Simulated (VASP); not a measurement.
# Mn (Pm-3m) in VASP: a series of runs

The runs below take Mn through single point, with revPBE.

All numbers are computed with VASP 6.6.1; they aren't measurements. Logs are shortened: lines on timing, memory, paths and dates and some standing lists are left out, and cuts for length are marked.

**1. The cell of the first run**

The structure is cubic, space group Pm-3m (No. 221). The conventional cell has a = 2.444 Å, b = 2.444 Å, c = 2.444 Å, α = 90.00°, β = 90.00°, γ = 90.00°. Mn (site symmetry m-3m) has 6 Mn at 2.44 Å within 3.2 Å.

This isn't the form of Mn at room conditions, which is a 58-atom cubic cell.

**2. Single point, revPBE, collinear spin, antiferromagnetic start (14.60 Å³/atom)**

INCAR reads:

```
ALGO = Normal
EDIFF = 1E-7
ENCUT = 520
GGA = RE
ISIF = 2
ISMEAR = -1
ISPIN = 2
LASPH = True
LCHARG = True
LELF = True
LMAXMIX = 4
LORBIT = 11
LREAL = False
LVHAR = True
LWAVE = False
MAGMOM = 2.479 -2.479
NBANDS = 24
NELM = 150
PREC = Accurate
SIGMA = 0.05
```

KPOINTS reads:

```
k-points
0
Gamma
  13 13 13
```

POSCAR reads:

```
Mn
1.0
    0.0000000000      2.4439819581      2.4439819581
    2.4439819581      0.0000000000      2.4439819581
    2.4439819581      2.4439819581      0.0000000000
Mn
2
Direct
    0.0000000000      0.0000000000      0.0000000000
    0.5000000000      0.5000000000      0.5000000000
```

Potentials or basis: VASP PAW PBE potentials, release 64 (Mn_pv).

Started as:

```
> cat potpaw_PBE.64/Mn_pv/POTCAR > POTCAR
> mpirun -np 1 vasp_std > vasp.out
```

OUTCAR:

```text
EDIFF = 1E-7
   ENCUT = 520
   GGA = RE
   ISIF = 2
   ISMEAR = -1
   ISPIN = 2
   LASPH = True
   LORBIT = 11
   LREAL = False
   NELM = 150
   PREC = Accurate

 ion  position               nearest neighbor table
   1  0.000  0.000  0.000-   2 2.44   2 2.44   2 2.44   2 2.44   2 2.44   2 2.44
   2  0.500  0.500  0.500-   1 2.44   1 2.44   1 2.44   1 2.44   1 2.44   1 2.44

  LATTYP: Found a face centered cubic cell.
 ALAT       =     4.8879639162

  Lattice vectors:

 A1 = (   0.0000000000,   2.4439819581,   2.4439819581)
 A2 = (   2.4439819581,   0.0000000000,   2.4439819581)
 A3 = (   2.4439819581,   2.4439819581,   0.0000000000)

Analysis of symmetry for initial positions (statically):
=====================================================================
 Subroutine PRICEL returns following result:

  LATTYP: Found a simple cubic cell.
 ALAT       =     2.4439819581
[... 12 lines left out ...]
 Subroutine GETGRP returns: Found 48 space group operations
 (whereof 48 operations were pure point group operations)
 out of a pool of 48 trial point group operations.

The static configuration has the point symmetry O_h .

Analysis of symmetry for dynamics (positions and initial velocities):
=====================================================================
 Subroutine PRICEL returns following result:

  LATTYP: Found a simple cubic cell.
 ALAT       =     2.4439819581
[... 12 lines left out ...]
 Subroutine GETGRP returns: Found 48 space group operations
 (whereof 48 operations were pure point group operations)
 out of a pool of 48 trial point group operations.

The dynamic configuration has the point symmetry O_h .

Analysis of structural, dynamic, and magnetic symmetry:
=====================================================================
 Subroutine PRICEL returns following result:

  LATTYP: Found a simple cubic cell.
 ALAT       =     2.4439819581
[... 12 lines left out ...]
 Subroutine GETGRP returns: Found 48 space group operations
 (whereof 48 operations were pure point group operations)
 out of a pool of 48 trial point group operations.

The overall configuration has the point symmetry O_h .

 Subroutine INISYM returns: Found 48 space group operations
 (whereof 48 operations are pure point group operations),
 and found     2 'primitive' translations

----------------------------------------------------------------------------------------

                                     Primitive cell

  volume of cell :      14.5980

  direct lattice vectors                    reciprocal lattice vectors
    -2.443981958  0.000000000  0.000000000    -0.409168323  0.000000000  0.000000000
     0.000000000  0.000000000  2.443981958     0.000000000  0.000000000  0.409168323
[... 104 lines left out ...]
  volume/ion in A,a.u.               =      14.60        98.51
  Fermi-wavevector in a.u.,A,eV,Ry     =   1.575039  2.976392 33.752620  2.480748
  Thomas-Fermi vector in A             =   2.676083
   LORBIT       =     11    0 simple, 1 ext, 2 COOP (PROOUT), +10 PAW based schemes
   GGA     = RE    functional components
   LHFCALC =     F    Hartree Fock is set to
   AEXX    =    0.0000 exact exchange contribution
   IVDW    =     0    specifies the selected vdW correction
   LEPSILON=     F    determine dielectric tensor
   LRPA    =     F    only Hartree local field effects (RPA)
 spin polarized calculation
  energy-cutoff  :      520.00
  volume of cell :       29.20
 maximum number of plane-waves:       801
 NGX is ok and might be reduce to    28
   NGX = 13   NGY = 13   NGZ = 13

 number of electron      26.0000000 magnetization      -0.0000000

 number of electron      26.0000000 magnetization       0.0000000

 Free energy of the ion-electron system (eV)
  ---------------------------------------------------
  ext. energy  EPLUGINS =         0.00000000
  ---------------------------------------------------
  free energy    TOTEN  =       -15.91684849 eV

  energy without entropy =      -15.90175029  energy(sigma->0) =      -15.90929939

 E-fermi :   7.5969     XC(G=0): -11.9949

 val. band max:        7.5683834575   @ k =  -0.3077   0.3077   0.0769
 cond. band min:       7.6116874335   @ k =  -0.1538   0.2308   0.0769
 fundamental gap:      0.0433039760
 Fermi energy:         7.5968548911

 spin component 1

 k-point     1 :       0.0000    0.0000    0.0000
  band No.  band energies     occupation
      1     -42.0098      1.00000
      2     -42.0098      1.00000
      3     -42.0098      1.00000
      4     -39.0941      1.00000
      5     -39.0941      1.00000
      6     -39.0941      1.00000
[... 637 lines left out ...]
     23      23.8362      0.00000
     24      24.3804      0.00000

 [... further k-points ...]

 spin component 2

 k-point     1 :       0.0000    0.0000    0.0000
  band No.  band energies     occupation
      1     -42.0098      1.00000
      2     -42.0098      1.00000
      3     -42.0098      1.00000
      4     -39.0941      1.00000
      5     -39.0941      1.00000
      6     -39.0941      1.00000
[... 637 lines left out ...]
     23      23.8362      0.00000
     24      24.3804      0.00000

 [... further k-points ...]
[... 5 lines left out ...]
  --------------------------------------------------------------------------------------
  -------------------------------------------------------------------------------------
  Total       -0.3914488     -0.3914488     -0.3914488      0.0000000     -0.0000000     -0.0000000
  in kB      -21.4813471    -21.4813471    -21.4813471      0.0000000     -0.0000000     -0.0000000
  external PRESSURE =     -21.4813471 kB  Pullay stress =       0.0000000 kB

 VOLUME and BASIS-vectors are now :
 -----------------------------------------------------------------------------
  energy-cutoff  :      520.00
  volume of cell :       29.20
      direct lattice vectors                 reciprocal lattice vectors
     0.000000000  2.443981958  2.443981958    -0.204584162  0.204584162  0.204584162
     2.443981958  0.000000000  2.443981958     0.204584162 -0.204584162  0.204584162
     2.443981958  2.443981958  0.000000000     0.204584162  0.204584162 -0.204584162

 POSITION                                       TOTAL-FORCE (eV/Angst)
 -----------------------------------------------------------------------------------
      0.00000      0.00000      0.00000        -0.000000     -0.000000      0.000000
      2.44398      2.44398      2.44398         0.000000      0.000000     -0.000000
 -----------------------------------------------------------------------------------
    total drift:                                0.000000      0.000000      0.000000

  FREE ENERGIE OF THE ION-ELECTRON SYSTEM (eV)
  ---------------------------------------------------
  free  energy   TOTEN  =       -15.9168484882 eV

  energy  without entropy=      -15.9017502900  energy(sigma->0) =      -15.90929939

 total charge

# of ion       s       p       d       tot
------------------------------------------
    1        0.394   6.239   5.063  11.696
    2        0.394   6.239   5.063  11.696
--------------------------------------------------
tot          0.788  12.479  10.125  23.392

 magnetization (x)

# of ion       s       p       d       tot
------------------------------------------
    1        0.052   0.019   2.677   2.748
    2       -0.052  -0.019  -2.677  -2.748
--------------------------------------------------
tot          0.000   0.000   0.000   0.000
```

stdout:

```text
POSCAR found type information on POSCAR Mn
 POSCAR found :  1 types and       2 ions
 scaLAPACK will be used
 -----------------------------------------------------------------------------
|                                                                             |
|                                                                             |
|     You enforced a specific xc type in the INCAR file but a different       |
|     I HOPE YOU KNOW WHAT YOU ARE DOING!                                     |
|                                                                             |
 -----------------------------------------------------------------------------

 LDA part: xc-table for (Slater+PW92), standard interpolation
 POSCAR, INCAR and KPOINTS ok, starting setup
 FFT: planning ... GRIDC
 FFT: planning ... GRID_SOFT
 FFT: planning ... GRID
 WAVECAR not read
 entering main loop
```

It took 62 s on 1 thread of Intel Xeon 6975P-C (Granite Rapids), shared host; peak memory 0.22 GiB.

What came out:

```
Free energy                                           : -15.9168 eV
Pressure                                              : -2.1 GPa
Band gap on the k mesh                                : zero (filled and empty bands overlap)
Net moment                                            : 0.00 μB per cell
Site moments                                          : Mn +2.75, -2.75 μB
Valence electrons inside the program's atomic spheres : Mn 11.70
```

Levels at points of the mesh, in eV from the Fermi level:
Spin up:
| k point | band 11 | band 12 | band 13 | band 14 | band 15 | band 16 |
| --- | --- | --- | --- | --- | --- | --- |
| (0.00, 0.00, 0.00) | -3.21 | -3.21 | 1.51 | 1.51 | 1.51 | 2.19 |
Spin down:
| k point | band 9 | band 10 | band 11 | band 12 | band 13 | band 14 | band 15 | band 16 | band 17 | band 18 |
| --- | --- | --- | --- | --- | --- | --- | --- | --- | --- | --- |
| (0.00, 0.00, 0.00) | -3.32 | -3.21 | -3.21 | -3.21 | 1.51 | 1.51 | 1.51 | 2.19 | 2.19 | 11.03 |

Caveat: the antiferromagnetic order is the one typed at the start, and another may lie lower; the PAW data sets were made with another functional, which shifts forces and pressure a little.

**3. Single point, revPBE, collinear spin, antiferromagnetic start (15.16 Å³/atom)**

This run uses another cell than the first one, of 15.16 Å³/atom.

INCAR reads:

```
SYSTEM = Mn
  PREC = Accurate
  ENCUT = 520
  EDIFF = 1E-6
  ISMEAR = -1
  SIGMA = 0.05
  LREAL = .False.
  LASPH = .True.
  NELM = 150
  ALGO = Normal
  ISIF = 2
  LWAVE = .False.
  LCHARG = .True.
  ISPIN = 2
  MAGMOM = 2.479 -2.479
  LORBIT = 11
  LMAXMIX = 4
  GGA = RE
  LELF = .True.
  LVHAR = .True.
  NBANDS = 24
```

KPOINTS reads:

```
regular mesh
0
Gamma
  13 13 13
  0 0 0
```

POSCAR reads:

```
Mn
1.0
    0.0000000000      2.4749217231      2.4749217231
    2.4749217231      0.0000000000      2.4749217231
    2.4749217231      2.4749217231      0.0000000000
Mn
2
Direct
    0.0000000000      0.0000000000      0.0000000000
    0.5000000000      0.5000000000      0.5000000000
```

Potentials or basis: VASP PAW PBE potentials, release 64 (Mn_pv).

Started as:

```
> cat potpaw_PBE.64/Mn_pv/POTCAR > POTCAR
> mpirun -np 1 vasp_std > vasp.out
```

OUTCAR:

```text
SYSTEM = Mn
   PREC = Accurate
   ENCUT = 520
   EDIFF = 1E-6
   ISMEAR = -1
   LREAL = .False.
   LASPH = .True.
   NELM = 150
   ISIF = 2
   ISPIN = 2
   LORBIT = 11
   GGA = RE

 ion  position               nearest neighbor table
   1  0.000  0.000  0.000-   2 2.47   2 2.47   2 2.47   2 2.47   2 2.47   2 2.47
   2  0.500  0.500  0.500-   1 2.47   1 2.47   1 2.47   1 2.47   1 2.47   1 2.47

  LATTYP: Found a face centered cubic cell.
 ALAT       =     4.9498434462

  Lattice vectors:

 A1 = (   0.0000000000,   2.4749217231,   2.4749217231)
 A2 = (   2.4749217231,   0.0000000000,   2.4749217231)
 A3 = (   2.4749217231,   2.4749217231,   0.0000000000)

Analysis of symmetry for initial positions (statically):
=====================================================================
 Subroutine PRICEL returns following result:

  LATTYP: Found a simple cubic cell.
 ALAT       =     2.4749217231
[... 12 lines left out ...]
 Subroutine GETGRP returns: Found 48 space group operations
 (whereof 48 operations were pure point group operations)
 out of a pool of 48 trial point group operations.

The static configuration has the point symmetry O_h .

Analysis of symmetry for dynamics (positions and initial velocities):
=====================================================================
 Subroutine PRICEL returns following result:

  LATTYP: Found a simple cubic cell.
 ALAT       =     2.4749217231
[... 12 lines left out ...]
 Subroutine GETGRP returns: Found 48 space group operations
 (whereof 48 operations were pure point group operations)
 out of a pool of 48 trial point group operations.

The dynamic configuration has the point symmetry O_h .

Analysis of structural, dynamic, and magnetic symmetry:
=====================================================================
 Subroutine PRICEL returns following result:

  LATTYP: Found a simple cubic cell.
 ALAT       =     2.4749217231
[... 12 lines left out ...]
 Subroutine GETGRP returns: Found 48 space group operations
 (whereof 48 operations were pure point group operations)
[... 137 lines left out ...]

 number of electron      25.9999974 magnetization       0.0000000

 number of electron      25.9999974 magnetization      -0.0000000

 Free energy of the ion-electron system (eV)
  ---------------------------------------------------
  ext. energy  EPLUGINS =         0.00000000
  ---------------------------------------------------
  free energy    TOTEN  =       -15.89564586 eV

  energy without entropy =      -15.87802055  energy(sigma->0) =      -15.88683321

 E-fermi :   7.2483     XC(G=0): -11.7896

 val. band max:        7.2385834395   @ k =  -0.3077   0.3077   0.0769
 cond. band min:       7.2618297991   @ k =  -0.1538   0.2308   0.0769
 fundamental gap:      0.0232463596
 Fermi energy:         7.2483112433

 spin component 1

 k-point     1 :       0.0000    0.0000    0.0000
  band No.  band energies     occupation
      1     -42.4488      1.00000
      2     -42.4488      1.00000
      3     -42.4488      1.00000
      4     -39.3913      1.00000
      5     -39.3913      1.00000
      6     -39.3913      1.00000
[... 637 lines left out ...]
     23      22.9977      0.00000
     24      23.5475      0.00000

 [... further k-points ...]

 spin component 2

 k-point     1 :       0.0000    0.0000    0.0000
  band No.  band energies     occupation
      1     -42.4488      1.00000
      2     -42.4488      1.00000
      3     -42.4488      1.00000
      4     -39.3913      1.00000
      5     -39.3913      1.00000
      6     -39.3913      1.00000
[... 637 lines left out ...]
     23      22.9977      0.00000
     24      23.5475      0.00000

 [... further k-points ...]
[... 5 lines left out ...]
  --------------------------------------------------------------------------------------
  -------------------------------------------------------------------------------------
  Total       -0.7545208     -0.7545208     -0.7545208     -0.0000000      0.0000000      0.0000000
  in kB      -39.8719419    -39.8719419    -39.8719419     -0.0000000      0.0000000      0.0000000
  external PRESSURE =     -39.8719419 kB  Pullay stress =       0.0000000 kB

 VOLUME and BASIS-vectors are now :
 -----------------------------------------------------------------------------
  energy-cutoff  :      520.00
  volume of cell :       30.32
      direct lattice vectors                 reciprocal lattice vectors
     0.000000000  2.474921723  2.474921723    -0.202026592  0.202026592  0.202026592
     2.474921723  0.000000000  2.474921723     0.202026592 -0.202026592  0.202026592
     2.474921723  2.474921723  0.000000000     0.202026592  0.202026592 -0.202026592

 POSITION                                       TOTAL-FORCE (eV/Angst)
 -----------------------------------------------------------------------------------
      0.00000      0.00000      0.00000         0.000000     -0.000000     -0.000000
      2.47492      2.47492      2.47492        -0.000000      0.000000      0.000000
 -----------------------------------------------------------------------------------
    total drift:                                0.000000      0.000000      0.000000

  FREE ENERGIE OF THE ION-ELECTRON SYSTEM (eV)
  ---------------------------------------------------
  free  energy   TOTEN  =       -15.8956458635 eV

  energy  without entropy=      -15.8780205509  energy(sigma->0) =      -15.88683321

 total charge

# of ion       s       p       d       tot
------------------------------------------
    1        0.388   6.226   5.037  11.651
    2        0.388   6.226   5.037  11.651
--------------------------------------------------
tot          0.776  12.452  10.074  23.302

 magnetization (x)

# of ion       s       p       d       tot
------------------------------------------
    1        0.058   0.019   2.813   2.890
    2       -0.058  -0.019  -2.813  -2.890
--------------------------------------------------
tot          0.000   0.000   0.000   0.000
```

stdout:

```text
POSCAR found type information on POSCAR Mn
 POSCAR found :  1 types and       2 ions
 scaLAPACK will be used
 -----------------------------------------------------------------------------
|                                                                             |
|                                                                             |
|     You enforced a specific xc type in the INCAR file but a different       |
|     I HOPE YOU KNOW WHAT YOU ARE DOING!                                     |
|                                                                             |
 -----------------------------------------------------------------------------

 LDA part: xc-table for (Slater+PW92), standard interpolation
 POSCAR, INCAR and KPOINTS ok, starting setup
 FFT: planning ... GRIDC
 FFT: planning ... GRID_SOFT
 FFT: planning ... GRID
 WAVECAR not read
 entering main loop
```

It took 57 s on 1 thread of Intel Xeon 6975P-C (Granite Rapids), shared host; peak memory 0.22 GiB.

What came out:

```
Free energy                                           : -15.8956 eV
Pressure                                              : -4.0 GPa
Band gap on the k mesh                                : zero (filled and empty bands overlap)
Net moment                                            : 0.00 μB per cell
Site moments                                          : Mn +2.89, -2.89 μB
Valence electrons inside the program's atomic spheres : Mn 11.65
```

Caveat: the cell stands under tension; the antiferromagnetic order is the one typed at the start, and another may lie lower; the PAW data sets were made with another functional, which shifts forces and pressure a little.

The gap in the log of VASP goes by the Fermi energy; the results here count the filled bands.